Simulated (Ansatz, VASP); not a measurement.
**One calculation of Rb, two programs**

Contents of INCAR:

```
SYSTEM = Rb
PREC = Accurate ; ENCUT = 600
EDIFF = 1E-6 ; ISMEAR = 0
SIGMA = 0.1 ; LREAL = .False.
LASPH = .True. ; NELM = 80
ALGO = Normal ; ISIF = 3
LWAVE = .False. ; LCHARG = .False.
GGA = PE ; IBRION = 2
NSW = 90 ; EDIFFG = -0.04
```

KPOINTS

```
regular mesh
0
Gamma
  3 3 2
  0 0 0
```

The input POSCAR:

```
Rb
1.0
    6.1019327100      0.0000000000      0.0000000000
   -3.0509663500      5.2844287400      0.0000000000
    0.0000000000      0.0000000000      8.8775064300
Rb
2
Direct
    0.6666666700      0.3333333300      0.0086893800
    0.3333333300      0.6666666700      0.9913106200
```

Input for Ansatz:

```yaml
crystal:
  lattice:
    - [6.10193271, 0.0, 0.0]
    - [-3.05096635, 5.28442874, 0.0]
    - [0.0, 0.0, 8.87750643]
  atoms:
    - { symbol: Rb, position: [0.66666667, 0.33333333, 0.00868938] }
    - { symbol: Rb, position: [0.33333333, 0.66666667, 0.99131062] }
basis:
  ecutwfc: 420
kpoints:
  mp_grid: { grid: [3, 3, 2] }
hamiltonian:
  xc: pbe
scf:
  occupations: { method: gaussian, width: 0.1 }
  lower_state_search: "off"
output:
  forces: true
  stress: true
  eigenvalues: true
relax:
  adjacent_minimum: "off"
  f_tol: 0.04
  max_steps: 70
  cell: { stress_tol: 0.4 }
```

Alike in both runs: task relaxation of cell and atoms; functional PBE; k mesh 3 × 3 × 2; occupations gaussian, width 0.1 eV; no spin polarisation.

|  | VASP | Ansatz |
| --- | --- | --- |
| version | VASP 6.6.1 | Ansatz 0.2.0 |
| potentials or method | VASP PAW PBE potentials, release 64 (Rb_sv), cutoff 600 eV | scalar-relativistic, plane waves, PAW |
| valence electrons in the cell | 18 | 18 |

VASP gave:

* gap on the k mesh at the Fermi level, each at its own relaxed structure (eV): none
* relaxed volume (Å³/atom): 136.70
* relaxed cell length with the largest relative difference (Å): 8.782

Question: What did Ansatz give for the same quantities?

Answer: gap on the k mesh at the Fermi level, each at its own relaxed structure (eV): none; relaxed volume (Å³/atom): 87.60; relaxed cell length with the largest relative difference (Å): 4.981.

A gap of «none» marks a metal or a gap that the smearing closes. One of these differences is far larger than is usual between the two programs; its cause wasn't traced.

The k mesh is coarse, so the values compare programs but aren't converged.
